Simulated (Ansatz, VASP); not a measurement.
Two plane-wave programs on Ge

```
Ge
1.0
     4.12984    0.00000    0.00000
    -2.06492    3.57655    0.00000
     0.00000    0.00000   11.20897
Ge
4
Direct
  0.66667 0.33333 0.41485
  0.33333 0.66667 0.91485
  0.00000 0.00000 0.47745
  0.00000 0.00000 0.97745
```

Alike in both runs: task single point; functional PBE; k mesh 8 × 8 × 3; occupations fermi-dirac, width 0.05 eV; no spin polarisation.

|  | VASP | Ansatz |
| --- | --- | --- |
| version | VASP 6.6.1 | Ansatz 0.2.0 |
| potentials or method | VASP PAW PBE potentials, release 64 (Ge_d) | Ansatz PAW |
| plane-wave cutoff (eV) | 520 | 420 |
| valence electrons in the cell | 56 | 56 |

Ansatz gave:

```
gap on the k mesh at the Fermi level (eV)                     : 0.39
least direct gap on the mesh (eV)                             : 0.57
pressure (GPa)                                                : -1.7
traceless stress, the component that is largest in VASP (GPa) : 1.26
rms of the force components (eV/Å)                            : 0.092
```

Task: Which values does VASP return?

Result: gap on the k mesh at the Fermi level (eV): 0.38; least direct gap on the mesh (eV): 0.57; pressure (GPa): -1.7; traceless stress, the component that is largest in VASP (GPa): 1.27; rms of the force components (eV/Å): 0.089.

Atom by atom the forces differ by 0.003 eV/Å (rms over components).

Noted on Ansatz's run: odd divisions of the mesh miss points on the zone boundary, where band edges often lie, so the gap on the mesh can be too wide.
